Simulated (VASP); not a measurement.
# LiH (P4_2/mmc) in VASP: notebook

The runs below take LiH through single point, relaxation of cell and atoms, with PBE.

Program: VASP 6.6.1. These are calculated values, not measurements. Logs are shortened: lines on timing, memory, paths and dates and some standing lists are left out, and cuts for length are marked.

### 1 The cell of the first run

The structure is tetragonal, space group P4_2/mmc (No. 131). Conventional cell: a = 2.966 Å, b = 2.966 Å, c = 4.585 Å, α = 90.00°, β = 90.00°, γ = 90.00°. Within 2.5 Å of Li (site symmetry mmm) lie 4 H at 1.87 Å. H (site symmetry -4m2) has 4 Li at 1.87 Å and 2 H at 2.29 Å within 2.5 Å.

The cell was generated, and may not be a known phase.

### 2 Single point, PBE

Input file INCAR:

```
SYSTEM = LiH
  PREC = Accurate
  ENCUT = 520
  EDIFF = 1E-6
  ISMEAR = 0
  SIGMA = 0.1
  LREAL = .False.
  LASPH = .True.
  NELM = 60
  ALGO = Normal
  ISIF = 2
  LWAVE = .False.
  LCHARG = .False.
  GGA = PE
  NBANDS = 12
```

Input file KPOINTS:

```
regular mesh
0
Gamma
  6 6 4
  0 0 0
```

Input file POSCAR:

```
LiH
1.0
    2.9659444700      0.0000000000      0.0000000000
    0.0000000000      2.9659444700      0.0000000000
    0.0000000000      0.0000000000      4.5846779200
Li H
2 2
Direct
    0.0000000000      0.5000000000      0.5000000000
    0.5000000000      0.0000000000      0.0000000000
    0.5000000000      0.5000000000      0.2500000000
    0.5000000000      0.5000000000      0.7500000000
```

Potentials or basis: VASP PAW PBE potentials, release 64 (Li_sv, H).

Command:

```sh
$ cat potpaw_PBE.64/Li_sv/POTCAR potpaw_PBE.64/H/POTCAR > POTCAR
$ mpirun -np 1 vasp_std > vasp.out
```

OUTCAR:

```text
SYSTEM = LiH
   PREC = Accurate
   ENCUT = 520
   EDIFF = 1E-6
   ISMEAR = 0
   LREAL = .False.
   LASPH = .True.
   NELM = 60
   ISIF = 2
   GGA = PE

 ion  position               nearest neighbor table
   1  0.000  0.500  0.500-
   2  0.500  0.000  0.000-
   3  0.500  0.500  0.250-
   4  0.500  0.500  0.750-

  LATTYP: Found a simple tetragonal cell.
 ALAT       =     2.9659444700
 C/A-ratio  =     1.5457733502

  Lattice vectors:

 A1 = (   2.9659444700,   0.0000000000,   0.0000000000)
 A2 = (   0.0000000000,   2.9659444700,   0.0000000000)
 A3 = (   0.0000000000,   0.0000000000,   4.5846779200)

Analysis of symmetry for initial positions (statically):
=====================================================================
 Subroutine PRICEL returns:
 Original cell was already a primitive cell.

 Routine SETGRP: Setting up the symmetry group for a
 simple tetragonal supercell.

 Subroutine GETGRP returns: Found 16 space group operations
 (whereof  8 operations were pure point group operations)
 out of a pool of 16 trial point group operations.

The static configuration has the point symmetry D_2h.
 The point group associated with its full space group is D_4h.

Analysis of symmetry for dynamics (positions and initial velocities):
=====================================================================
 Subroutine PRICEL returns:
 Original cell was already a primitive cell.

 Routine SETGRP: Setting up the symmetry group for a
 simple tetragonal supercell.

 Subroutine GETGRP returns: Found 16 space group operations
 (whereof  8 operations were pure point group operations)
 out of a pool of 16 trial point group operations.

The dynamic configuration has the point symmetry D_2h.
 The point group associated with its full space group is D_4h.

 Subroutine INISYM returns: Found 16 space group operations
 (whereof  8 operations are pure point group operations),
 and found     1 'primitive' translations

----------------------------------------------------------------------------------------

                                     Primitive cell

  volume of cell :      40.3306

  direct lattice vectors                    reciprocal lattice vectors
     2.965944470  0.000000000  0.000000000     0.337160729  0.000000000  0.000000000
     0.000000000  2.965944470  0.000000000     0.000000000  0.337160729  0.000000000
[... 95 lines left out ...]
   ISIF   =      2    stress and relaxation
   ISYM   =      2    0-nonsym 1-usesym 2-fastsym
   POTIM  = 0.5000    time-step for ionic-motion
   TEBEG  =    0.0;   TEEND  =   0.0 temperature during run
   PSTRESS=    0.0 pullay stress
   NELECT =       8.0000    total number of electrons
   NUPDOWN=      -1.0000    fix difference up-down
   EMIN   =  10.00;   EMAX   =-10.00  energy-range for DOS
   EFERMI =   0.00;   METHOD = LEGACY
   ISMEAR =     0;   SIGMA  =   0.10  broadening in eV -4-tet -1-fermi 0-gaus
   EFERMI_NEDOS =   21; number of points for ismear=-14 and -15
   IALGO  =     38    algorithm
   IMIX   =      4    mixing-type and parameters
     AMIX     =   0.40;   BMIX     =  1.00
     AMIX_MAG =   1.60;   BMIX_MAG =  1.00
  volume/ion in A,a.u.               =      10.08        68.04
  Fermi-wavevector in a.u.,A,eV,Ry     =   0.954758  1.804231 12.402560  0.911562
  Thomas-Fermi vector in A             =   2.083534
   LORBIT       =      0    0 simple, 1 ext, 2 COOP (PROOUT), +10 PAW based schemes
   GGA     = PE    functional components
   LHFCALC =     F    Hartree Fock is set to
   AEXX    =    0.0000 exact exchange contribution
   IVDW    =     0    specifies the selected vdW correction
   LEPSILON=     F    determine dielectric tensor
   LRPA    =     F    only Hartree local field effects (RPA)
 non-spin polarized calculation
 Gauss-broadening in eV      SIGMA  =   0.10
  energy-cutoff  :      520.00
  volume of cell :       40.33
 maximum number of plane-waves:      1098
 NGX is ok and might be reduce to    24
   NGX = 11   NGY = 11   NGZ = 17

 number of electron       8.0000011 magnetization

 Free energy of the ion-electron system (eV)
  ---------------------------------------------------
  ext. energy  EPLUGINS =         0.00000000
  ---------------------------------------------------
  free energy    TOTEN  =       -11.22757685 eV

  energy without entropy =      -11.22444641  energy(sigma->0) =      -11.22601163

 E-fermi :   0.8950     XC(G=0):  -7.5751

 val. band max:        0.7649144717   @ k =   0.5000   0.0000   0.0000
 cond. band min:       0.9083943506   @ k =   0.5000   0.3333   0.0000
 fundamental gap:      0.1434798789
 Fermi energy:         0.8949888206

 k-point     1 :       0.0000    0.0000    0.0000
  band No.  band energies     occupation
      1     -45.1301      2.00000
      2     -45.1071      2.00000
      3      -5.3279      2.00000
      4      -2.1318      2.00000
      5       4.8354      0.00000
      6       7.9063      0.00000
      7       9.7964      0.00000
      8       9.7964      0.00000
      9      12.5210      0.00000
     10      15.2267      0.00000
     11      15.4951      0.00000
     12      15.4951      0.00000
[... 331 lines left out ...]
 k-point    24 :       0.5000    0.0000    0.5000
  band No.  band energies     occupation
      1     -45.1101      2.00000
      2     -45.1084      2.00000
      3      -3.1036      2.00000
      4      -1.7105      2.00000
      5       1.1234      0.00124
      6       4.0268      0.00000
      7      10.9392      0.00000
      8      12.7026      0.00000
      9      13.5457      0.00000
     10      13.8594      0.00000
     11      14.5763      0.00000
     12      14.6751      0.00000

 [... further k-points ...]
[... 5 lines left out ...]
  --------------------------------------------------------------------------------------
  -------------------------------------------------------------------------------------
  Total       -0.8359637     -0.8359637      2.8058254     -0.0000000      0.0000000      0.0000000
  in kB      -33.2095628    -33.2095628    111.4644457     -0.0000000      0.0000000      0.0000000
  external PRESSURE =      15.0151067 kB  Pullay stress =       0.0000000 kB

 VOLUME and BASIS-vectors are now :
 -----------------------------------------------------------------------------
  energy-cutoff  :      520.00
  volume of cell :       40.33
      direct lattice vectors                 reciprocal lattice vectors
     2.965944470  0.000000000  0.000000000     0.337160729  0.000000000  0.000000000
     0.000000000  2.965944470  0.000000000     0.000000000  0.337160729  0.000000000
     0.000000000  0.000000000  4.584677920     0.000000000  0.000000000  0.218117830

 POSITION                                       TOTAL-FORCE (eV/Angst)
 -----------------------------------------------------------------------------------
      0.00000      1.48297      2.29234         0.000000      0.000000      0.000000
      1.48297      0.00000      0.00000         0.000000      0.000000      0.000000
      1.48297      1.48297      1.14617        -0.000000     -0.000000     -0.000000
      1.48297      1.48297      3.43851         0.000000      0.000000      0.000000
 -----------------------------------------------------------------------------------
    total drift:                                0.000000      0.000000     -0.000000

  FREE ENERGIE OF THE ION-ELECTRON SYSTEM (eV)
  ---------------------------------------------------
  free  energy   TOTEN  =       -11.2275768471 eV

  energy  without entropy=      -11.2244464086  energy(sigma->0) =      -11.22601163
```

Run time: 5.5 s. Hardware: 1 thread of Intel Xeon 6975P-C (Granite Rapids), shared host; peak memory 0.14 GiB.

What came out:

```yaml
Free_energy: -11.2276 eV
Band_gap_on_the_k_mesh: zero (bands 4 and 5 overlap by 0.67 eV)
```

Caveat: the cutoff is under 1.25 times the usual one of these potentials, so pressure, stress and relaxed cells hold a basis-set (Pulay) error.

### 3 Single point, PBE

This run uses another cell than the first one, of 10.31 Å³/atom.

Input file INCAR:

```
  PREC = Accurate
  ENCUT = 520
  EDIFF = 1E-6
  ISMEAR = 0
  SIGMA = 0.1
  LREAL = F
  LASPH = T
  NELM = 100
  ALGO = Normal
  ISIF = 2
  LWAVE = F
  LCHARG = F
  GGA = PE
  NBANDS = 12
```

Input file KPOINTS:

```
regular mesh
0
Gamma
  16 16 10
```

Input file POSCAR:

```
LiH
1.0
    2.8341254284      0.0000000000      0.0000000000
    0.0000000000      2.8341254284      0.0000000000
    0.0000000000      0.0000000000      5.1364253800
Li H
2 2
Direct
    0.0000000000      0.5000000000      0.5000000000
    0.5000000000      0.0000000000      0.0000000000
    0.5000000000      0.5000000000      0.2500000000
    0.5000000000      0.5000000000      0.7500000000
```

Potentials or basis: VASP PAW PBE potentials, release 64 (Li_sv, H).

Command:

```sh
$ cat potpaw_PBE.64/Li_sv/POTCAR potpaw_PBE.64/H/POTCAR > POTCAR
$ mpirun -np 1 vasp_std > vasp.out
```

Wall time 38 s (1 thread of Intel Xeon 6975P-C (Granite Rapids), shared host); peak memory 0.22 GiB.

It converged, with:

| Item | Value |
| --- | --- |
| Free energy | -11.4404 eV |
| Band gap on the k mesh | zero (bands 4 and 5 overlap by 0.03 eV) |

Levels at points of the mesh, in eV from the Fermi level:
```
           k point  band 2  band 3  band 4  band 5  band 6  band 7
(0.00, 0.00, 0.00)  -46.32   -6.26   -4.10    2.57    8.07   10.29
(0.50, 0.00, 0.00)  -46.31   -4.36   -1.82    0.04    4.08    5.22
(0.50, 0.50, 0.00)  -46.30   -3.04    0.07    3.18    5.40    5.40
(0.00, 0.00, 0.50)  -46.33   -5.41   -5.41    6.05    6.05   10.26
(0.50, 0.00, 0.50)  -46.31   -3.95   -2.66    0.22    3.03    7.49
(0.50, 0.50, 0.50)  -46.30   -1.89   -1.89    4.55    4.55    4.98
```

Caveat: the cutoff is under 1.25 times the usual one of these potentials, so pressure, stress and relaxed cells hold a basis-set (Pulay) error.

### 4 Relaxation of cell and atoms, PBE

Input file INCAR:

```
SYSTEM = LiH
PREC = Accurate
ENCUT = 600
EDIFF = 1E-6
ISMEAR = 0
SIGMA = 0.1
LREAL = .FALSE.
LASPH = .TRUE.
NELM = 100
ALGO = Normal
ISIF = 3
LWAVE = .FALSE.
LCHARG = .FALSE.
GGA = PE
IBRION = 2
NSW = 100
EDIFFG = -0.01
```

Input file KPOINTS:

```
Automatic mesh
0
G
  16 16 10
  0 0 0
```

Input file POSCAR:

```
LiH
1.0
    2.9659444700      0.0000000000      0.0000000000
    0.0000000000      2.9659444700      0.0000000000
    0.0000000000      0.0000000000      4.5846779200
Li H
2 2
Direct
    0.0000000000      0.5000000000      0.5000000000
    0.5000000000      0.0000000000      0.0000000000
    0.5000000000      0.5000000000      0.2500000000
    0.5000000000      0.5000000000      0.7500000000
```

Command:

```sh
$ cat potpaw_PBE.64/Li_sv/POTCAR potpaw_PBE.64/H/POTCAR > POTCAR
$ mpirun -np 1 vasp_std > vasp.out
```

Run time: 2.2 min. Hardware: 1 thread of Intel Xeon 6975P-C (Granite Rapids), shared host; peak memory 0.22 GiB.

The run converged. Its results:

| Property | Result |
| --- | --- |
| Free energy | -11.4398 eV |
| Relaxed volume | 10.25 Å³/atom |
| Relaxed cell | a = 2.827 Å, b = 2.827 Å, c = 5.128 Å, α = 90.00°, β = 90.00°, γ = 90.00° |
| Space group after relaxing (to 0.1 Å) | P4_2/mmc (No. 131) |
| Energy gained by relaxing | 53.1 meV/atom |
| Ionic steps | 9 |
| Pressure after relaxing | 0.0 GPa |
| Band gap on the k mesh | zero (bands 4 and 5 overlap by 0.05 eV) |

The path:
```
step  energy change (eV)  largest force (eV/Å)  pressure (GPa)  volume (Å³)
   1              0.0000                0.0000            1.61        40.33
   2             -0.1033                0.0000            0.92        40.90
   3             -0.2096                0.0000           -0.75        42.18
   4             -0.2101                0.0000           -0.63        42.10
   5             -0.2101                0.0000           -0.67        42.13
   6             -0.2114                0.0000           -0.47        41.75
   7             -0.2125                0.0000           -0.04        40.99
   8             -0.2125                0.0000           -0.07        41.02
   9             -0.2126                0.0000           -0.02        40.98
```

Final structure:
```xyz
4
Lattice="2.8271 0.0000 0.0000 0.0000 2.8271 0.0000 0.0000 0.0000 5.1278" Properties=species:S:1:pos:R:3 pbc="T T T"
Li    0.0000    1.4136    2.5639
Li    1.4136    0.0000    0.0000
H     1.4136    1.4136    1.2819
H     1.4136    1.4136    3.8458
```

Levels at points of the mesh, in eV from the Fermi level:
```tsv
k point	band 1	band 2	band 3	band 4	band 5	band 6	band 7	band 8
(0.00, 0.00, 0.00)	-46.32	-46.31	-6.28	-4.12	2.57	8.12	10.34	10.34
(0.50, 0.00, 0.00)	-46.30	-46.30	-4.37	-1.83	0.03	4.09	5.24	7.11
(0.50, 0.50, 0.00)	-46.29	-46.29	-3.05	0.08	3.19	5.42	5.42	6.08
(0.00, 0.00, 0.50)	-46.32	-46.32	-5.43	-5.43	6.07	6.07	10.30	10.30
(0.50, 0.00, 0.50)	-46.30	-46.30	-3.97	-2.67	0.21	3.04	7.51	9.65
(0.50, 0.50, 0.50)	-46.29	-46.29	-1.89	-1.89	4.56	4.56	5.00	5.00
```

Caveat: the cutoff is under 1.25 times the usual one of these potentials, so pressure, stress and relaxed cells hold a basis-set (Pulay) error.

### 5 The runs side by side

```csv
task,cell,k mesh,cutoff (eV),gap on the mesh (eV)
single point,"a = 2.966, b = 2.966, c = 4.585 Å, 4 atoms",6 × 6 × 4,520,none
single point,"a = 2.834, b = 2.834, c = 5.136 Å, 4 atoms",16 × 16 × 10,520,none
relaxation of cell and atoms,"relaxed from a = 2.966, b = 2.966, c = 4.585 Å, 4 atoms",16 × 16 × 10,600,none
```

Alike in all rows: level PBE; potentials or basis VASP PAW PBE potentials, release 64 (Li_sv, H); no spin polarisation; smearing gaussian 0.1 eV.

Caveats: the cutoff is under 1.25 times the usual one of these potentials, so pressure, stress and relaxed cells hold a basis-set (Pulay) error.

Total energies depend on the potentials used, so only differences within one code and one set of settings carry meaning.

The gap in the log of VASP goes by the Fermi energy; the results here count the filled bands.